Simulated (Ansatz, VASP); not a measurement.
HfO2: VASP beside Ansatz

File INCAR:

```
SYSTEM = HfO2
ALGO = Normal ; EDIFF = 1E-6
ENCUT = 520 ; GGA = PE
ISIF = 2 ; ISMEAR = -1
LASPH = .TRUE. ; LCHARG = .TRUE.
LELF = .TRUE. ; LREAL = .FALSE.
LVHAR = .TRUE. ; LWAVE = .FALSE.
NBANDS = 31 ; NELM = 100
PREC = Accurate ; SIGMA = 0.05
```

The input KPOINTS:

```
k-points
0
G
  6 6 5
  0 0 0
```

The input POSCAR:

```
HfO2
1.0
    3.5580193300      0.0000000000      0.0000000000
    0.0000000000      3.5580193300      0.0000000000
    0.0000000000      0.0000000000      5.1718612100
Hf O
2 4
Direct
    0.0000000000      0.0000000000      0.0000000000
    0.5000000000      0.5000000000      0.5000000000
    0.0000000000      0.5000000000      0.1972078800
    0.5000000000      0.0000000000      0.3027921200
    0.5000000000      0.0000000000      0.8027921200
    0.0000000000      0.5000000000      0.6972078800
```

The input input.yaml:

```yaml
crystal:
  lattice:
    - [3.55801933, 0.0, 0.0]
    - [0.0, 3.55801933, 0.0]
    - [0.0, 0.0, 5.17186121]
  atoms:
    - { symbol: Hf, position: [0.0, 0.0, 0.0] }
    - { symbol: Hf, position: [0.5, 0.5, 0.5] }
    - { symbol: O, position: [0.0, 0.5, 0.19720788] }
    - { symbol: O, position: [0.5, 0.0, 0.30279212] }
    - { symbol: O, position: [0.5, 0.0, 0.80279212] }
    - { symbol: O, position: [0.0, 0.5, 0.69720788] }
hamiltonian:
  xc: pbe
  pseudopotentials: { kind: paw }
kpoints:
  mp_grid: { grid: [6, 6, 5] }
  band_path:
    path:
      - [[0.0, 0.0, 0.0], [0.0, 0.5, 0.0], [0.5, 0.5, 0.0], [0.0, 0.0, 0.0], [0.0, 0.0, 0.5], [0.0, 0.5, 0.5], [0.5, 0.5, 0.5], [0.0, 0.0, 0.5]]
      - [[0.0, 0.5, 0.0], [0.0, 0.5, 0.5]]
      - [[0.5, 0.5, 0.0], [0.5, 0.5, 0.5]]
    npoints: 14
scf:
  occupations: { method: fermi_dirac, width: 0.05 }
  n_extra_bands: 15
output:
  forces: true
  stress: true
  eigenvalues: true
  fatbands: false
```

Alike in both runs: functional PBE; k mesh 6 × 6 × 5; occupations fermi-dirac, width 0.05 eV; no spin polarisation.

|  | VASP | Ansatz |
| --- | --- | --- |
| version | VASP 6.6.1 | Ansatz 0.2.0 |
| potentials or method | VASP PAW PBE potentials, release 64 (Hf_pv, O) | Ansatz PAW |
| plane-wave cutoff (eV) | 520 | 420 |
| valence electrons in the cell | 44 | 76 |
| task | single point | band structure |

VASP gave:

```
gap on the k mesh at the Fermi level (eV)                     : 4.76
least direct gap on the mesh (eV)                             : 4.83
pressure (GPa)                                                : 6.5
traceless stress, the component that is largest in VASP (GPa) : -0.53
rms of the force components (eV/Å)                            : 0.047
```

**Question.** Which values does Ansatz return?

**Answer.** gap on the k mesh at the Fermi level (eV): 4.78; least direct gap on the mesh (eV): 4.84; pressure (GPa): 10.0; traceless stress, the component that is largest in VASP (GPa): -0.61; rms of the force components (eV/Å): 0.066.

Atom by atom the forces differ by 0.019 eV/Å (rms over components). With one functional, cell and mesh, what is left measures potentials, basis and numerics. VASP's potentials hold 44 valence electrons a cell and Ansatz's 76, so a difference there can come from the potentials and not from the codes.

Spin-orbit coupling is off throughout.
